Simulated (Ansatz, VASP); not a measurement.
Two plane-wave programs on Pt

The input INCAR:

```
SYSTEM = Pt
PREC = Accurate
ENCUT = 570
EDIFF = 1E-6
ISMEAR = 0
SIGMA = 0.1
LREAL = .FALSE.
LASPH = .TRUE.
NELM = 120
ALGO = Normal
ISIF = 2
LWAVE = .FALSE.
LCHARG = .TRUE.
GGA = PS
LELF = .TRUE.
LVHAR = .TRUE.
NBANDS = 44
GGA_COMPAT = .FALSE.
```

KPOINTS

```
regular mesh
0
G
  6 6 4
  0 0 0
```

POSCAR

```
Pt
1.0
    3.5578603427      0.0000000000      0.0000000000
   -1.7789301714      3.0811974399      0.0000000000
    0.0000000000      0.0000000000      5.8704695655
Pt
4
Direct
    0.3333333333      0.6666666667      0.4375000000
    0.6666666667      0.3333333333      0.9375000000
    0.6666666667      0.3333333333      0.5625000000
    0.3333333333      0.6666666667      0.0625000000
```

Input for Ansatz:

```yaml
crystal:
  lattice:
    - [3.5578603427, 0.0, 0.0]
    - [-1.7789301714, 3.0811974399, 0.0]
    - [0.0, 0.0, 5.8704695655]
  atoms:
    - { symbol: Pt, position: [0.3333333333, 0.6666666667, 0.4375] }
    - { symbol: Pt, position: [0.6666666667, 0.3333333333, 0.9375] }
    - { symbol: Pt, position: [0.6666666667, 0.3333333333, 0.5625] }
    - { symbol: Pt, position: [0.3333333333, 0.6666666667, 0.0625] }
basis:
  ecutwfc: 420
kpoints:
  mp_grid: { grid: [6, 6, 4] }
hamiltonian:
  xc: pbesol
scf:
  occupations: { method: gaussian, width: 0.1 }
  lower_state_search: "off"
output:
  forces: true
  stress: true
  eigenvalues: true
```

Alike in both runs: task single point; functional PBEsol; k mesh 6 × 6 × 4; occupations gaussian, width 0.1 eV; no spin polarisation.

|  | VASP | Ansatz |
| --- | --- | --- |
| version | VASP 6.6.1 | Ansatz 0.2.0 |
| potentials or method | VASP PAW PBE potentials, release 64 (Pt_sv_GW), cutoff 570 eV | scalar-relativistic, plane waves, PAW |
| valence electrons in the cell | 72 | 72 |

|  | VASP | Ansatz | Ansatz less VASP |
| --- | --- | --- | --- |
| gap on the k mesh at the Fermi level (eV) | none | none | - |
| rms of the force components (eV/Å) | 0.518 | 0.508 | -0.0108 |

VASP's potentials were made for PBE, not for PBEsol. Atom by atom the forces differ by 0.011 eV/Å (rms over components). A gap of «none» marks a metal or a gap that the smearing closes. The functional is the same, so the differences come from potentials, cutoffs and numerics.

Spin-orbit coupling is off throughout.
